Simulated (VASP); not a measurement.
# W3C in VASP: notebook, part 2 of 2

VASP 6.6.1.

## Step 4: Single point, PBE

The input, INCAR:

```
SYSTEM = W3C
PREC = Accurate ; ENCUT = 520
EDIFF = 1E-6 ; ISMEAR = 0
SIGMA = 0.1 ; LREAL = .FALSE.
LASPH = .TRUE. ; NELM = 100
ALGO = Normal ; ISIF = 2
LWAVE = .FALSE. ; LCHARG = .TRUE.
LDIPOL = .TRUE. ; IDIPOL = 3
DIPOL = 0.5 0.5 0.344 ; GGA = PE
LELF = .TRUE. ; LVHAR = .TRUE.
LVACPOTAV = .TRUE. ; NBANDS = 31
```

The input, KPOINTS:

```
Automatic mesh
0
G
  9 9 1
  0 0 0
```

The input, POSCAR:

```
W3C
1.0
    2.8545944806      0.0000000000      0.0000000000
   -1.4272972403      2.4721513377      0.0000000000
    0.0000000000      0.0000000000     21.6971108210
W C
3 1
Direct
    0.6666666667      0.3333333333      0.1843563428
    0.3333333333      0.6666666667      0.2926027619
    0.0000000000      0.0000000000      0.4008418859
    0.4444444444     -0.4444444444      0.4980898568
```

Potentials or basis: VASP PAW PBE potentials, release 64 (W_sv, C).

Started as:

```console
> cat potpaw_PBE.64/W_sv/POTCAR potpaw_PBE.64/C/POTCAR > POTCAR
> mpirun -np 1 vasp_std > vasp.out
```

OUTCAR:

```text
SYSTEM = W3C
   PREC = Accurate
   ENCUT = 520
   EDIFF = 1E-6
   ISMEAR = 0
   LREAL = .FALSE.
   LASPH = .TRUE.
   NELM = 100
   ISIF = 2
   GGA = PE

 ion  position               nearest neighbor table
   1  0.667  0.333  0.184-   2 2.87   2 2.87   2 2.87
   2  0.333  0.667  0.293-   3 2.87   3 2.87   3 2.87   1 2.87   1 2.87   1 2.87
   3  0.000  0.000  0.401-   4 2.56   4 2.56   2 2.87   2 2.87   2 2.87
   4  0.444  0.556  0.498-   3 2.56   3 2.56

  LATTYP: Found a hexagonal cell.
 ALAT       =     2.8545944806
 C/A-ratio  =     7.6007681541

  Lattice vectors:

 A1 = (   2.8545944806,   0.0000000000,   0.0000000000)
 A2 = (  -1.4272972403,   2.4721513377,   0.0000000000)
 A3 = (   0.0000000000,   0.0000000000,  21.6971108210)

Analysis of symmetry for initial positions (statically):
=====================================================================
 Subroutine PRICEL returns:
 Original cell was already a primitive cell.

 Routine SETGRP: Setting up the symmetry group for a
 hexagonal supercell.

 Subroutine GETGRP returns: Found  2 space group operations
[... 175 lines left out ...]
 val. band max:       -0.0427940864   @ k =  -0.2222   0.4444   0.0000
 cond. band min:      -0.0185956321   @ k =  -0.1111   0.1111   0.0000
 fundamental gap:      0.0241984544
 Fermi energy:        -0.0234111683

 k-point     1 :       0.0000    0.0000    0.0000
  band No.  band energies     occupation
      1     -73.9623      2.00000
      2     -73.7301      2.00000
      3     -73.6813      2.00000
      4     -38.4270      2.00000
      5     -38.0992      2.00000
      6     -37.7095      2.00000
[... 805 lines left out ...]
     30       4.2835      0.00000
     31       4.7819      0.00000

 [... further k-points ...]

------------------------ aborting loop because EDIFF is reached ----------------------------------------

  FORCE on cell =-STRESS in cart. coord.  units (eV):
  Direction    XX          YY          ZZ          XY          YZ          ZX
  --------------------------------------------------------------------------------------
  -------------------------------------------------------------------------------------
  Total       -7.8799139     -7.9527218     -5.3630293     -0.0630535     -0.2585805      0.4478747
  in kB      -82.4537999    -83.2156466    -56.1176363     -0.6597786     -2.7057333      4.6864684
  external PRESSURE =     -73.9290276 kB  Pullay stress =       0.0000000 kB

 VOLUME and BASIS-vectors are now :
 -----------------------------------------------------------------------------
  energy-cutoff  :      520.00
  volume of cell :      153.12
      direct lattice vectors                 reciprocal lattice vectors
     2.854594481  0.000000000  0.000000000     0.350312455  0.202252990  0.000000000
    -1.427297240  2.472151338  0.000000000     0.000000000  0.404505980  0.000000000
     0.000000000  0.000000000 21.697110821     0.000000000  0.000000000  0.046089086

 POSITION                                       TOTAL-FORCE (eV/Angst)
 -----------------------------------------------------------------------------------
      1.42730      0.82405      4.00000         0.025598     -0.014779     -0.136076
     -0.00000      1.64810      6.34863        -0.080039      0.046211     -0.056703
      0.00000      0.00000      8.69711        -0.125627      0.072531      3.083485
      0.47577      1.37342     10.80711         0.180069     -0.103963     -2.890705
 -----------------------------------------------------------------------------------
    total drift:                                0.000040     -0.000023     -0.000696

  FREE ENERGIE OF THE ION-ELECTRON SYSTEM (eV)
  ---------------------------------------------------
  free  energy   TOTEN  =       -40.4034295289 eV

  energy  without entropy=      -40.3784289040  energy(sigma->0) =      -40.39092922

 vacuum level on the upper side and lower side of the slab         6.950         5.023
```

OSZICAR:

```text
N       E                     dE             d eps       ncg     rms          rms(c)
DAV:   1     0.495374737654E+03    0.49537E+03   -0.28233E+04  1798   0.140E+03
DAV:   2    -0.230688135440E+02   -0.51844E+03   -0.50727E+03  1835   0.428E+02
DAV:   3    -0.422870650192E+02   -0.19218E+02   -0.18329E+02  1921   0.832E+01
DAV:   4    -0.429261643444E+02   -0.63910E+00   -0.63089E+00  1905   0.148E+01
[... 21 lines left out ...]
DAV:  26    -0.404034215676E+02   -0.50304E-05   -0.49534E-07  1061   0.416E-03    0.210E-03
DAV:  27    -0.404034249983E+02   -0.34307E-05   -0.26947E-07   973   0.371E-03    0.828E-04
DAV:  28    -0.404034273558E+02   -0.23575E-05   -0.22349E-07   853   0.226E-03    0.108E-03
DAV:  29    -0.404034288022E+02   -0.14465E-05   -0.74555E-08   896   0.189E-03    0.371E-04
DAV:  30    -0.404034295289E+02   -0.72671E-06   -0.30284E-08   824   0.714E-04
   1 F= -.40403430E+02 E0= -.40390929E+02  d E =-.250006E-01
```

stdout:

```text
POSCAR found type information on POSCAR W C
 POSCAR found :  2 types and       4 ions
 scaLAPACK will be used
 LDA part: xc-table for (Slater+PW92), standard interpolation
 POSCAR, INCAR and KPOINTS ok, starting setup
 FFT: planning ... GRIDC
 FFT: planning ... GRID_SOFT
 FFT: planning ... GRID
 WAVECAR not read
 entering main loop
 -----------------------------------------------------------------------------
|                                                                             |
|           W    W    AA    RRRRR   N    N  II  N    N   GGGG   !!!           |
|           W    W   A  A   R    R  NN   N  II  NN   N  G    G  !!!           |
|           W    W  A    A  R    R  N N  N  II  N N  N  G       !!!           |
|           W WW W  AAAAAA  RRRRR   N  N N  II  N  N N  G  GGG   !            |
|           WW  WW  A    A  R   R   N   NN  II  N   NN  G    G                |
|           W    W  A    A  R    R  N    N  II  N    N   GGGG   !!!           |
|                                                                             |
|     Did not find any points to average over, which means that no vacuum     |
|     field-free region was found. Please increase the size of  your cell     |
|     in the dimension of the dipole correction to obtain accurate            |
|     workfunction values.                                                    |
|                                                                             |
 -----------------------------------------------------------------------------
```

It took 2.7 min on 1 thread of Intel Xeon 6975P-C (Granite Rapids), shared host; peak memory 0.34 GiB.

What came out:

```yaml
Free_energy: -40.4034 eV
Largest_force: 3.087 eV/Å
Band_gap_on_the_k_mesh: zero (band 23 reaches 0.57 eV, above the bottom of band 24 at -0.67 eV)
```

Forces on the atoms (eV/Å):
```
W    0.026 -0.015 -0.136
W   -0.080  0.046 -0.057
W   -0.126  0.073  3.083
C    0.180 -0.104 -2.891
```

Caveat: spin-orbit coupling is left out, which moves the levels of the heavy elements.

## Step 5: Single point, PBE

The input, INCAR:

```
SYSTEM = W3C
ALGO = Normal
DIPOL = 0.5 0.5 0.367
EDIFF = 1E-7
ENCUT = 520
GGA = PE
IDIPOL = 3
ISIF = 2
ISMEAR = 0
LASPH = .TRUE.
LCHARG = .FALSE.
LDIPOL = .TRUE.
LREAL = .FALSE.
LWAVE = .FALSE.
NBANDS = 31
NELM = 80
PREC = Accurate
SIGMA = 0.1
```

The input, KPOINTS:

```
k-points
0
G
  9 9 1
  0 0 0
```

POSCAR: that of step 4 with these lines changed.

```diff
@@ -11,2 +11,2 @@
     0.0000000000      0.0000000000      0.4008418859
-    0.4444444444     -0.4444444444      0.4980898568
+    0.4444444444     -0.4444444444      0.5911898099
```

Started as:

```console
> cat potpaw_PBE.64/W_sv/POTCAR potpaw_PBE.64/C/POTCAR > POTCAR
> mpirun -np 1 vasp_std > vasp.out
```

Run time: 3.3 min. Hardware: 1 thread of Intel Xeon 6975P-C (Granite Rapids), shared host; peak memory 0.34 GiB.

Results (log left out):

| Property | Result |
| --- | --- |
| Free energy | -37.5938 eV |
| Largest force | 0.241 eV/Å |
| Band gap on the k mesh | zero (band 23 reaches 0.90 eV, above the bottom of band 24 at -0.35 eV) |

Forces in eV/Å, atoms in the order of the input:
```
W   -0.002  0.001 -0.113
W   -0.001  0.001  0.099
W    0.006 -0.004  0.241
C   -0.003  0.002 -0.227
```

Levels at points of the mesh, in eV from the Fermi level:
```
           k point  band 21  band 22  band 23  band 24  band 25  band 26
(0.00, 0.00, 0.00)    -0.50    -0.14    -0.14    -0.07     0.10     0.10
```

Caveat: spin-orbit coupling is left out, which moves the levels of the heavy elements.

## Step 6: Single point, PBE

The input, INCAR:

```
PREC = Accurate
ENCUT = 520
EDIFF = 1E-7
ISMEAR = 0
SIGMA = 0.1
LREAL = False
LASPH = True
NELM = 80
ALGO = Normal
ISIF = 2
LWAVE = False
LCHARG = True
LDIPOL = True
IDIPOL = 3
DIPOL = 0.5 0.5 0.344
GGA = PE
LELF = True
LVHAR = True
LVACPOTAV = True
NBANDS = 31
```

The input, KPOINTS:

```
regular mesh
0
Gamma
  9 9 1
```

POSCAR: that of step 5 with these lines changed.

```diff
@@ -11,2 +11,2 @@
     0.0000000000      0.0000000000      0.4008418859
-    0.4444444444     -0.4444444444      0.5911898099
+    0.8888888889     -0.8888888889      0.4980898568
```

Potentials or basis: VASP PAW PBE potentials, release 64 (W_sv, C).

Started as:

```console
> cat potpaw_PBE.64/W_sv/POTCAR potpaw_PBE.64/C/POTCAR > POTCAR
> mpirun -np 1 vasp_std > vasp.out
```

Wall time 3 min (1 thread of Intel Xeon 6975P-C (Granite Rapids), shared host); peak memory 0.34 GiB.

The run converged. Its results:

```
Free energy            : -40.5038 eV
Largest force          : 3.090 eV/Å
Band gap on the k mesh : zero (band 23 reaches 0.51 eV, above the bottom of band 24 at -0.35 eV)
```

Forces on the atoms (eV/Å):
```
W   -0.038  0.022 -0.058
W    0.012 -0.007 -0.217
W    0.304 -0.176  3.070
C   -0.279  0.161 -2.794
```

Levels at points of the mesh, in eV from the Fermi level:
```tsv
k point	band 19	band 20	band 21	band 22	band 23	band 24	band 25	band 26	band 27	band 28
(0.00, 0.00, 0.00)	-0.89	-0.56	-0.53	-0.25	-0.25	0.01	0.01	0.29	2.01	2.33
```

Caveat: spin-orbit coupling is left out, which moves the levels of the heavy elements.
